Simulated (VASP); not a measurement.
Write the native input for VASP 6.6.1 that does the following.

```
Task                   : single point
Functional             : r2SCAN
Potentials or basis    : VASP PAW PBE potentials, release 64 (B_h, N_h)
Cutoff                 : 910 eV
k mesh                 : 10 × 10 × 10
Occupations            : gaussian, width 0.01 eV
Spin                   : no spin polarisation
Dipole correction      : no
Further INCAR settings : ALGO = Normal; EDIFF = 1e-06; NBANDS = 11
```

BN:

```xyz
2
Lattice="0.0000 1.8048 1.8048 1.8048 0.0000 1.8048 1.8048 1.8048 0.0000" Properties=species:S:1:pos:R:3 pbc="T T T"
B     0.0000    0.0000    0.0000
N     0.9024    0.9024    0.9024
```

The input as run:

POSCAR

```
BN
1.0
    0.0000000000      1.8048245576      1.8048245576
    1.8048245576      0.0000000000      1.8048245576
    1.8048245576      1.8048245576      0.0000000000
B N
1 1
Direct
    0.0000000000      0.0000000000      0.0000000000
    0.2500000000      0.2500000000      0.2500000000
```

INCAR.step1

```
SYSTEM = BN
PREC     = Accurate       ! precision mode
ENCUT    = 910            ! plane-wave cutoff, eV
ISMEAR   = 0              ! smearing method
SIGMA    = 0.01           ! smearing width, eV
LREAL    = .False.        ! projectors in reciprocal space
LASPH    = .True.         ! aspherical terms in the spheres
NELM     = 120            ! most SCF steps
NBANDS   = 11             ! bands
GGA      = PE             ! functional
ALGO     = Normal         ! electronic algorithm
EDIFF    = 1E-5           ! SCF threshold, eV
LWAVE    = .True.         ! write WAVECAR
LCHARG   = .False.        ! write CHGCAR
GGA_COMPAT= .False.
```

INCAR.step2

```
SYSTEM = BN
PREC     = Accurate       ! precision mode
ENCUT    = 910            ! plane-wave cutoff, eV
EDIFF    = 1E-6           ! SCF threshold, eV
ISMEAR   = 0              ! smearing method
SIGMA    = 0.01           ! smearing width, eV
LREAL    = .False.        ! projectors in reciprocal space
LASPH    = .True.         ! aspherical terms in the spheres
NELM     = 120            ! most SCF steps
ALGO     = Normal         ! electronic algorithm
ISIF     = 2              ! what is computed and relaxed
LWAVE    = .False.        ! write WAVECAR
LCHARG   = .False.        ! write CHGCAR
METAGGA  = R2SCAN         ! meta-GGA
LMIXTAU  = .True.       
NBANDS   = 11             ! bands
ISTART   = 1            
GGA_COMPAT= .False.
```

KPOINTS

```
regular mesh
0
Gamma
  10 10 10
  0 0 0
```

Potentials or basis: VASP PAW PBE potentials, release 64 (B_h, N_h).

Run with:

```console
$ cat potpaw_PBE.64/B_h/POTCAR potpaw_PBE.64/N_h/POTCAR > POTCAR
$ cp INCAR.step1 INCAR
$ mpirun -np 1 vasp_std > vasp.out
$ cp INCAR.step2 INCAR
$ mpirun -np 1 vasp_std > vasp.out
```

Results of the run:

The pressure is -0.5 GPa and the band gap on the k mesh is 5.00 eV (least direct gap 9.57 eV).

Caveat: the PAW data sets were made with another functional, which shifts forces and pressure a little.

It took 54 s on 1 thread of Intel(R) Xeon(R) Platinum 8259CL CPU @ 2.50GHz (Skylake/Cascade Lake) (shared host), peak memory 0.16 GiB.
